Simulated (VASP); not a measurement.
# Ag (P6_3/mmc) in VASP: a series of runs, part 3 of 3

VASP 6.6.1. The steps go on from the part before.

## (5) Relaxation of cell and atoms, PBEsol, target pressure 20 GPa, at which the enthalpy is minimised

This run uses another cell than the first one, of 17.81 Å³/atom, 1.205 times its volume.

File INCAR:

```
  PREC = Accurate
  ENCUT = 600
  EDIFF = 1E-6
  ISMEAR = -1
  SIGMA = 0.1
  LREAL = F
  LASPH = T
  NELM = 80
  ALGO = Normal
  ISIF = 3
  LWAVE = F
  LCHARG = F
  GGA = PS
  IBRION = 2
  NSW = 80
  EDIFFG = -0.02
  PSTRESS = 200.0
```

File KPOINTS:

```
Automatic mesh
0
Gamma
  9 9 5
```

File POSCAR:

```
Ag
1.0
    2.9300000000      0.0000000000      0.0000000000
   -1.4650000000      2.5374540000      0.0000000000
    0.0000000000      0.0000000000      4.7900000000
Ag
2
Direct
    0.3333333333      0.6666666667      0.2500000000
    0.6666666667      0.3333333333      0.7500000000
```

Potentials or basis: VASP PAW PBE potentials, release 64 (Ag).

On the command line:

```bash
$ cat potpaw_PBE.64/Ag/POTCAR > POTCAR
$ mpirun -np 1 vasp_std > vasp.out
```

OUTCAR:

```text
PREC = Accurate
   ENCUT = 600
   EDIFF = 1E-6
   ISMEAR = -1
   LREAL = F
   LASPH = T
   NELM = 80
   ISIF = 3
   GGA = PS
   IBRION = 2
   NSW = 80
   EDIFFG = -0.02
   PSTRESS = 200.0

 ion  position               nearest neighbor table
   1  0.333  0.667  0.250-   2 2.93   2 2.93   2 2.93   2 2.93   2 2.93   2 2.93
   2  0.667  0.333  0.750-   1 2.93   1 2.93   1 2.93   1 2.93   1 2.93   1 2.93

  LATTYP: Found a hexagonal cell.
 ALAT       =     2.9300000000
 C/A-ratio  =     1.6348122867

  Lattice vectors:

 A1 = (   2.9300000000,   0.0000000000,   0.0000000000)
 A2 = (  -1.4650000000,   2.5374540000,   0.0000000000)
 A3 = (   0.0000000000,   0.0000000000,   4.7900000000)

Analysis of symmetry for initial positions (statically):
=====================================================================
 Subroutine PRICEL returns:
 Original cell was already a primitive cell.

[... 189 lines left out ...]
      7       3.3251      2.00000
      8       3.6623      2.00000
      9       3.6623      2.00000
     10       4.6068      2.00000
     11       4.6068      2.00000
     12       7.2989      1.96745
     13      10.9680      0.00000
     14      23.1406      0.00000
[... 718 lines left out ...]
--------------------------------------- Ionic step        9  -------------------------------------------

 number of electron      21.9999997 magnetization

 Free energy of the ion-electron system (eV)
  ---------------------------------------------------
  ext. energy  EPLUGINS =         0.00000000
  ---------------------------------------------------
  free energy    TOTEN  =        -6.45335275 eV

  energy without entropy =       -6.44717058  energy(sigma->0) =       -6.45026166

 E-fermi :  10.5366     XC(G=0): -13.2990

 val. band max:       10.4080314598   @ k =   0.1111   0.1111   0.2000
 cond. band min:      10.7057441962   @ k =   0.1111   0.0000   0.0000
 fundamental gap:      0.2977127364
 Fermi energy:        10.5365796281

 k-point     1 :       0.0000    0.0000    0.0000
  band No.  band energies     occupation
      1       1.4506      2.00000
      2       2.9969      2.00000
      3       4.9853      2.00000
      4       5.1569      2.00000
      5       5.1569      2.00000
      6       5.4599      2.00000
      7       5.4599      2.00000
      8       5.9853      2.00000
      9       5.9853      2.00000
     10       7.2452      2.00000
     11       7.2452      2.00000
     12       9.4455      1.99996
     13      14.7124      0.00000
     14      26.4460      0.00000
[... 448 lines left out ...]
  energy  without entropy=       -6.4471705768  energy(sigma->0) =       -6.45026166

  enthalpy is  TOTEN    =        -2.7715856876 eV   P V=        3.6817670625

 reached required accuracy - stopping structural energy minimisation
```

OSZICAR:

```text
N       E                     dE             d eps       ncg     rms          rms(c)
DAV:   1     0.130541339111E+03    0.13054E+03   -0.13026E+04  1080   0.162E+03
[... 70 lines left out ...]
   8 F= -.27713894E+01 E0= -.27682851E+01  d E =-.748784E-03
       N       E                     dE             d eps       ncg     rms          rms(c)
DAV:   1    -0.645514118639E+01    0.38651E-02   -0.62849E-02  1108   0.235E+00    0.239E-01
DAV:   2    -0.645371969380E+01    0.14215E-02   -0.22193E-03  1164   0.587E-01    0.109E-01
DAV:   3    -0.645340775415E+01    0.31194E-03   -0.26281E-04  1164   0.172E-01    0.496E-02
DAV:   4    -0.645335228731E+01    0.55467E-04   -0.91312E-05  1157   0.954E-02    0.167E-02
DAV:   5    -0.645335275013E+01   -0.46282E-06   -0.45508E-06  1185   0.229E-02
   9 F= -.27715857E+01 E0= -.27684946E+01  d E =-.196269E-03
```

CONTCAR:

```text
Ag
   1.00000000000000
     2.7420398654262468    0.0000000000000000    0.0000000000000000
    -1.3710199327131234    2.3746756922417824    0.0000000000000000
     0.0000000000000000   -0.0000000000000000    4.5295892741474342
  Ag
     2
Direct
     0.3333333332999970    0.6666666667000030    0.2500000000000000
     0.6666666667000030    0.3333333332999970    0.7500000000000000

  0.00000000E+00  0.00000000E+00  0.00000000E+00
  0.00000000E+00  0.00000000E+00  0.00000000E+00
```

Run time: 88 s. Hardware: 1 thread of Intel Xeon Platinum 8375C at 2.90GHz (Ice Lake), shared host; peak memory 0.18 GiB.

Results:

| Quantity | Value |
| --- | --- |
| Free energy | -6.4534 eV |
| Relaxed volume | 14.75 Å³/atom |
| Relaxed cell | a = 2.742 Å, b = 2.742 Å, c = 4.530 Å, α = 90.00°, β = 90.00°, γ = 120.00° |
| Space group after relaxing (to 0.05 Å) | P6_3/mmc (No. 194) |
| Energy change on relaxing (the enthalpy is what falls) | +74.2 meV/atom |
| Ionic steps | 9 |
| Pressure after relaxing | 20.1 GPa |
| Band gap on the k mesh | zero (band 11 reaches 14.84 eV, above the bottom of band 12 at 7.01 eV) |

Stress tensor (GPa, compression positive):
```
20.14  0.00  0.00
 0.00 20.14  0.00
 0.00  0.00 20.04
```

The path:
| step | energy change (eV) | largest force (eV/Å) | pressure (GPa) | volume (Å³) |
| --- | --- | --- | --- | --- |
| 1 | 0.0000 | 0.0000 | -6.84 | 35.61 |
| 2 | 3.1369 | 0.0000 | 143.70 | 22.35 |
| 3 | 0.1020 | 0.0000 | 17.09 | 29.90 |
| 4 | 0.1305 | 0.0000 | 18.90 | 29.65 |
| 5 | 0.1490 | 0.0000 | 19.99 | 29.49 |
| 6 | 0.1636 | 0.0000 | 20.88 | 29.38 |
| 7 | 0.1254 | 0.0000 | 18.62 | 29.68 |
| 8 | 0.1427 | 0.0000 | 19.75 | 29.54 |
| 9 | 0.1483 | 0.0000 | 20.11 | 29.49 |

Final structure:
```
Ag
1.0
     2.74204    0.00000    0.00000
    -1.37102    2.37468    0.00000
     0.00000    0.00000    4.52959
Ag
2
Direct
  0.33333 0.66667 0.25000
  0.66667 0.33333 0.75000
```

Caveat: the cell is relaxed towards a set pressure, so the enthalpy falls and the energy may rise; the volume moved by over 15 % at a fixed basis, so the end points are rough; the PAW data sets were made with another functional, which shifts forces and pressure a little.

## (6) Relaxation of cell and atoms, PBEsol, target pressure 40 GPa, at which the enthalpy is minimised

This run uses another cell than the first one, of 17.81 Å³/atom, 1.205 times its volume.

File INCAR:

```
SYSTEM = Ag
ALGO = Normal ; EDIFF = 1E-7
EDIFFG = -0.02 ; ENCUT = 600
GGA = PS ; IBRION = 2
ISIF = 3 ; ISMEAR = -1
LASPH = .TRUE. ; LCHARG = .FALSE.
LREAL = .FALSE. ; LWAVE = .FALSE.
NELM = 80 ; NSW = 80
PREC = Accurate ; PSTRESS = 400.0
SIGMA = 0.1
```

File KPOINTS:

```
k-points
0
G
  9 9 5
  0 0 0
```

POSCAR is that of step 5.

Potentials or basis: VASP PAW PBE potentials, release 64 (Ag).

On the command line:

```bash
$ cat potpaw_PBE.64/Ag/POTCAR > POTCAR
$ mpirun -np 1 vasp_std > vasp.out
```

Run time: 2 min. Hardware: 1 thread of Intel Xeon Platinum 8375C at 2.90GHz (Ice Lake), shared host; peak memory 0.18 GiB.

Results (log left out):

| Item | Value |
| --- | --- |
| Free energy | -6.0671 eV |
| Relaxed volume | 13.69 Å³/atom |
| Relaxed cell | a = 2.676 Å, b = 2.676 Å, c = 4.417 Å, α = 90.00°, β = 90.00°, γ = 120.00° |
| Space group after relaxing (to 0.05 Å) | P6_3/mmc (No. 194) |
| Energy change on relaxing (the enthalpy is what falls) | +267.3 meV/atom |
| Ionic steps | 11 |
| Pressure after relaxing | 40.0 GPa |
| Band gap on the k mesh | zero (band 11 reaches 16.40 eV, above the bottom of band 12 at 8.19 eV) |

The path:
| step | energy change (eV) | largest force (eV/Å) | pressure (GPa) | volume (Å³) |
| --- | --- | --- | --- | --- |
| 1 | 0.0000 | 0.0000 | -6.83 | 35.61 |
| 2 | 21.0273 | 0.0000 | 834.64 | 14.96 |
| 3 | -0.0474 | 0.0000 | 3.20 | 32.41 |
| 4 | 0.0512 | 0.0000 | 13.51 | 30.44 |
| 5 | 0.6896 | 0.0000 | 47.01 | 26.81 |
| 6 | 0.5129 | 0.0000 | 38.96 | 27.47 |
| 7 | 0.5498 | 0.0000 | 40.68 | 27.33 |
| 8 | 0.5000 | 0.0000 | 38.38 | 27.52 |
| 9 | 0.5228 | 0.0000 | 39.45 | 27.43 |
| 10 | 0.5451 | 0.0000 | 40.50 | 27.34 |
| 11 | 0.5346 | 0.0000 | 40.00 | 27.38 |

Final structure:
```xyz
2
Lattice="2.6757 0.0000 0.0000 -1.3378 2.3172 0.0000 0.0000 0.0000 4.4165" Properties=species:S:1:pos:R:3 pbc="T T T"
Ag    0.0000    1.5448    1.1041
Ag    1.3378    0.7724    3.3124
```

Levels at points of the mesh, in eV from the Fermi level:
```
           k point  band 9  band 10  band 11  band 12  band 13  band 14
(0.00, 0.00, 0.00)   -4.84    -3.41    -3.41    -1.37     4.65    15.95
```

Caveat: the cell is relaxed towards a set pressure, so the enthalpy falls and the energy may rise; the volume moved by over 15 % at a fixed basis, so the end points are rough; the PAW data sets were made with another functional, which shifts forces and pressure a little.

## (7) Relaxation of cell and atoms, PBEsol, target pressure 60 GPa, at which the enthalpy is minimised

This run uses another cell than the first one, of 17.81 Å³/atom, 1.205 times its volume.

File INCAR:

```
PREC = Accurate ; ENCUT = 600
EDIFF = 1E-7 ; ISMEAR = -1
SIGMA = 0.1 ; LREAL = F
LASPH = T ; NELM = 80
ALGO = Normal ; ISIF = 3
LWAVE = F ; LCHARG = F
GGA = PS ; IBRION = 2
NSW = 80 ; EDIFFG = -0.02
PSTRESS = 600.0
```

File KPOINTS:

```
Automatic mesh
0
Gamma
  9 9 5
```

POSCAR is that of step 6.

Potentials or basis: VASP PAW PBE potentials, release 64 (Ag).

On the command line:

```bash
$ cat potpaw_PBE.64/Ag/POTCAR > POTCAR
$ mpirun -np 1 vasp_std > vasp.out
```

OUTCAR:

```text
PREC = Accurate
   ENCUT = 600
   EDIFF = 1E-7
   ISMEAR = -1
   LREAL = F
   LASPH = T
   NELM = 80
   ISIF = 3
   GGA = PS
   IBRION = 2
   NSW = 80
   EDIFFG = -0.02
   PSTRESS = 600.0

 ion  position               nearest neighbor table
   1  0.333  0.667  0.250-   2 2.93   2 2.93   2 2.93   2 2.93   2 2.93   2 2.93
   2  0.667  0.333  0.750-   1 2.93   1 2.93   1 2.93   1 2.93   1 2.93   1 2.93

  LATTYP: Found a hexagonal cell.
 ALAT       =     2.9300000000
 C/A-ratio  =     1.6348122867

  Lattice vectors:

 A1 = (   2.9300000000,   0.0000000000,   0.0000000000)
 A2 = (  -1.4650000000,   2.5374540000,   0.0000000000)
 A3 = (   0.0000000000,   0.0000000000,   4.7900000000)

Analysis of symmetry for initial positions (statically):
=====================================================================
 Subroutine PRICEL returns:
 Original cell was already a primitive cell.

 Routine SETGRP: Setting up the symmetry group for a
 hexagonal supercell.

 Subroutine GETGRP returns: Found 24 space group operations
 (whereof 12 operations were pure point group operations)
 out of a pool of 24 trial point group operations.

The static configuration has the point symmetry D_3d.
 The point group associated with its full space group is D_6h.

Analysis of symmetry for dynamics (positions and initial velocities):
=====================================================================
 Subroutine PRICEL returns:
 Original cell was already a primitive cell.

[... 283 lines left out ...]
      6       4.6906      2.00000
      7       4.6906      2.00000
      8       5.1139      2.00000
      9       5.1139      2.00000
     10       6.2804      2.00000
     11       6.2804      2.00000
     12       8.7010      1.99947
     13      13.4176      0.00000
     14      25.2323      0.00000
[... 403 lines left out ...]
      4       4.0313      2.00000
      5       4.3790      2.00000
      6       4.3790      2.00000
      7       5.1430      2.00000
      8       5.9075      2.00000
      9       6.1933      2.00000
     10       6.1933      2.00000
     11      13.0114      0.00000
     12      13.0114      0.00000
     13      13.2295      0.00000
     14      17.8513      0.00000
     15      17.9335      0.00000

 [... further k-points ...]

[... ionic steps 4 to 9 ...]

--------------------------------------- Ionic step       10  -------------------------------------------

 number of electron      21.9999995 magnetization

------------------------ aborting loop because EDIFF is reached ----------------------------------------
[... 71 lines left out ...]
--------------------------------------- Ionic step       12  -------------------------------------------

 number of electron      21.9999995 magnetization

 Free energy of the ion-electron system (eV)
  ---------------------------------------------------
  ext. energy  EPLUGINS =         0.00000000
  ---------------------------------------------------
  free energy    TOTEN  =        -5.61149498 eV

  energy without entropy =       -5.60465210  energy(sigma->0) =       -5.60807354

 E-fermi :  12.9151     XC(G=0): -14.1273

 val. band max:       12.8495040122   @ k =   0.1111   0.1111   0.2000
 cond. band min:      12.9277429239   @ k =   0.1111   0.0000   0.0000
 fundamental gap:      0.0782389117
 Fermi energy:        12.9150756094

 k-point     1 :       0.0000    0.0000    0.0000
  band No.  band energies     occupation
      1       2.6001      2.00000
      2       4.1904      2.00000
      3       6.6061      2.00000
      4       6.8036      2.00000
      5       6.8036      2.00000
      6       7.1902      2.00000
      7       7.1902      2.00000
      8       7.8351      2.00000
      9       7.8351      2.00000
     10       9.4129      2.00000
     11       9.4129      2.00000
     12      11.3278      2.00000
     13      17.9541      0.00000
     14      28.8509      0.00000
[... 448 lines left out ...]
  energy  without entropy=       -5.6046521024  energy(sigma->0) =       -5.60807354

  enthalpy is  TOTEN    =         4.0909511200 eV   P V=        9.7024460954

 reached required accuracy - stopping structural energy minimisation
```

OSZICAR:

```text
N       E                     dE             d eps       ncg     rms          rms(c)
DAV:   1     0.130541339111E+03    0.13054E+03   -0.13026E+04  1080   0.162E+03
DAV:   2    -0.579649522163E+01   -0.13634E+03   -0.13128E+03  1129   0.313E+02
DAV:   3    -0.726595442027E+01   -0.14695E+01   -0.14669E+01  1346   0.388E+01
DAV:   4    -0.726958425824E+01   -0.36298E-02   -0.36297E-02  1227   0.180E+00
[... 117 lines left out ...]
DAV:   1    -0.561176497212E+01   -0.42037E-02   -0.11533E-02  1150   0.962E-01    0.905E-02
DAV:   2    -0.561156954558E+01    0.19543E-03   -0.18076E-04  1192   0.176E-01    0.464E-02
DAV:   3    -0.561149871431E+01    0.70831E-04   -0.78026E-05  1178   0.957E-02    0.142E-02
DAV:   4    -0.561149500104E+01    0.37133E-05   -0.10002E-05  1234   0.306E-02    0.790E-03
DAV:   5    -0.561149497542E+01    0.25619E-07   -0.30670E-07  1150   0.570E-03
  12 F= 0.40909511E+01 E0= 0.40943726E+01  d E =-.352012E-03
```

CONTCAR:

```text
Ag
   1.00000000000000
     2.6271701563186691    0.0000000000000000    0.0000000000000000
    -1.3135850781593346    2.2751955539929969    0.0000000000000000
     0.0000000000000000   -0.0000000000000000    4.3344464134536196
  Ag
     2
Direct
     0.3333333332999970    0.6666666667000030    0.2500000000000000
     0.6666666667000030    0.3333333332999970    0.7500000000000000

  0.00000000E+00  0.00000000E+00  0.00000000E+00
  0.00000000E+00  0.00000000E+00  0.00000000E+00
```

It took 2.4 min on 1 thread of Intel Xeon Platinum 8375C at 2.90GHz (Ice Lake), shared host; peak memory 0.19 GiB.

Results:

```
Free energy                                            : -5.6115 eV
Relaxed volume                                         : 12.95 Å³/atom
Relaxed cell                                           : a = 2.627 Å, b = 2.627 Å, c = 4.334 Å, α = 90.00°, β = 90.00°, γ = 120.00°
Space group after relaxing (to 0.05 Å)                 : P6_3/mmc (No. 194)
Energy change on relaxing (the enthalpy is what falls) : +495.1 meV/atom
Ionic steps                                            : 12
Pressure after relaxing                                : 60.0 GPa
Band gap on the k mesh                                 : zero (band 11 reaches 17.65 eV, above the bottom of band 12 at 9.13 eV)
```

Step by step:
```
step  energy change (eV)  largest force (eV/Å)  pressure (GPa)  volume (Å³)
   1              0.0000                0.0000           -6.83        35.61
   2             87.9620                0.0000         3826.83         9.41
   3             -0.0552                0.0000           -0.14        33.26
   4             -0.0155                0.0000            7.68        31.46
   5              1.7637                0.0000           91.14        24.25
   6              0.8243                0.0000           52.90        26.38
   7              0.9762                0.0000           59.37        25.95
   8              1.0417                0.0000           62.11        25.78
   9              0.8438                0.0000           53.77        26.32
  10              0.9804                0.0000           59.55        25.94
  11              0.9941                0.0000           60.16        25.90
  12              0.9902                0.0000           59.96        25.91
```

Final structure:
```xyz
2
Lattice="2.6272 0.0000 0.0000 -1.3136 2.2752 0.0000 0.0000 0.0000 4.3344" Properties=species:S:1:pos:R:3 pbc="T T T"
Ag    0.0000    1.5168    1.0836
Ag    1.3136    0.7584    3.2508
```

Caveat: the cell is relaxed towards a set pressure, so the enthalpy falls and the energy may rise; the volume moved by over 15 % at a fixed basis, so the end points are rough; the PAW data sets were made with another functional, which shifts forces and pressure a little.

## (8) Summary

```csv
task,cell,cutoff (eV),gap on the mesh (eV),pressure (GPa)
single point,"a = 2.744, b = 2.744, c = 4.531 Å, angles 90.0, 90.0, 120.0°, 2 atoms",520,none,19.5
single point,"a = 2.853, b = 2.853, c = 4.721 Å, angles 90.0, 90.0, 120.0°, 2 atoms",520,none,-0.2
relaxation of cell and atoms,"relaxed from a = 2.930, b = 2.930, c = 4.790 Å, angles 90.0, 90.0, 120.0°, 2 atoms",600,none,0.2
relaxation of cell and atoms,"relaxed to 20 GPa from a = 2.930, b = 2.930, c = 4.790 Å, angles 90.0, 90.0, 120.0°, 2 atoms",600,none,20.1
relaxation of cell and atoms,"relaxed to 40 GPa from a = 2.930, b = 2.930, c = 4.790 Å, angles 90.0, 90.0, 120.0°, 2 atoms",600,none,40.0
relaxation of cell and atoms,"relaxed to 60 GPa from a = 2.930, b = 2.930, c = 4.790 Å, angles 90.0, 90.0, 120.0°, 2 atoms",600,none,60.0
```

Alike in all rows: level PBEsol; potentials or basis VASP PAW PBE potentials, release 64 (Ag); no spin polarisation; k mesh 9 × 9 × 5; smearing fermi-dirac 0.1 eV.

Caveats: the PAW data sets were made with another functional, which shifts forces and pressure a little; the cell is relaxed towards a set pressure, so the enthalpy falls and the energy may rise (some runs); the volume moved by over 15 % at a fixed basis, so the end points are rough (some runs).

Total energies depend on the potentials used, so only differences within one code and one set of settings carry meaning.
